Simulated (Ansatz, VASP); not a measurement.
**One calculation of Al6H, two programs**

The input INCAR:

```
  PREC = Accurate
  ENCUT = 520
  EDIFF = 1E-7
  ISMEAR = 0
  SIGMA = 0.1
  LREAL = False
  LASPH = True
  NELM = 80
  ALGO = Normal
  ISIF = 2
  LWAVE = False
  LCHARG = False
  LDIPOL = True
  IDIPOL = 3
  DIPOL = 0.5 0.5 0.298
  GGA = PE
  NBANDS = 32
```

The input KPOINTS:

```
regular mesh
0
Gamma
  6 6 1
```

POSCAR

```
Al6H
1.0
    5.7143028096      0.0000000000      0.0000000000
   -2.8571514048      4.9487313980      0.0000000000
    0.0000000000      0.0000000000     22.6016424997
Al H
12 2
Direct
    0.3333333333      0.1666666667      0.1769782882
    0.3333333333      0.6666666667      0.1769782882
    0.8333333333      0.1666666667      0.1769782882
    0.8333333333      0.6666666667      0.1769782882
    0.1666666667      0.3333333333      0.2787817902
    0.1666666667      0.8333333333      0.2787817902
    0.6666666667      0.3333333333      0.2787817902
    0.6666666667      0.8333333333      0.2787817902
    0.0000000000      0.0000000000      0.3805759913
    0.0000000000      0.5000000000      0.3805759913
    0.5000000000      0.0000000000      0.3805759913
    0.5000000000      0.5000000000      0.3805759913
    0.1377714184      0.1666666667      0.4146443118
    0.5288952483      0.1666666667      0.4146443118
```

Input for Ansatz:

```yaml
crystal:
  lattice:
    - [5.7143028096, 0.0, 0.0]
    - [-2.8571514048, 4.948731398, 0.0]
    - [0.0, 0.0, 22.6016424997]
  atoms:
    - { symbol: Al, position: [0.3333333333, 0.1666666667, 0.1769782882] }
    - { symbol: Al, position: [0.3333333333, 0.6666666667, 0.1769782882] }
    - { symbol: Al, position: [0.8333333333, 0.1666666667, 0.1769782882] }
    - { symbol: Al, position: [0.8333333333, 0.6666666667, 0.1769782882] }
    - { symbol: Al, position: [0.1666666667, 0.3333333333, 0.2787817902] }
    - { symbol: Al, position: [0.1666666667, 0.8333333333, 0.2787817902] }
    - { symbol: Al, position: [0.6666666667, 0.3333333333, 0.2787817902] }
    - { symbol: Al, position: [0.6666666667, 0.8333333333, 0.2787817902] }
    - { symbol: Al, position: [0.0, 0.0, 0.3805759913] }
    - { symbol: Al, position: [0.0, 0.5, 0.3805759913] }
    - { symbol: Al, position: [0.5, 0.0, 0.3805759913] }
    - { symbol: Al, position: [0.5, 0.5, 0.3805759913] }
    - { symbol: H, position: [0.1377714184, 0.1666666667, 0.4146443118] }
    - { symbol: H, position: [0.5288952483, 0.1666666667, 0.4146443118] }
basis:
  ecutwfc: 420
kpoints:
  mp_grid: { grid: [6, 6, 1] }
hamiltonian:
  xc: pbe
scf:
  occupations: { method: gaussian, width: 0.1 }
output:
  forces: true
  eigenvalues: true
efield:
  axis: 3
  dipole_correction: true
  ramp_width: 0.04
```

Alike in both runs: task single point; functional PBE; k mesh 6 × 6 × 1; occupations gaussian, width 0.1 eV; no spin polarisation.

```csv
,VASP,Ansatz
version,VASP 6.6.1,Ansatz 0.2.0
potentials or method,"VASP PAW PBE potentials, release 64 (Al, H), cutoff 520 eV","scalar-relativistic, plane waves, PAW"
valence electrons in the cell,38,38
```

```csv
,VASP,Ansatz,Ansatz less VASP
gap on the k mesh at the Fermi level (eV),none,none,-
rms of the force components (eV/Å),4.284,4.345,+0.0610
```

Atom by atom the forces differ by 0.061 eV/Å (rms over components). A gap of «none» marks a metal or a gap that the smearing closes.
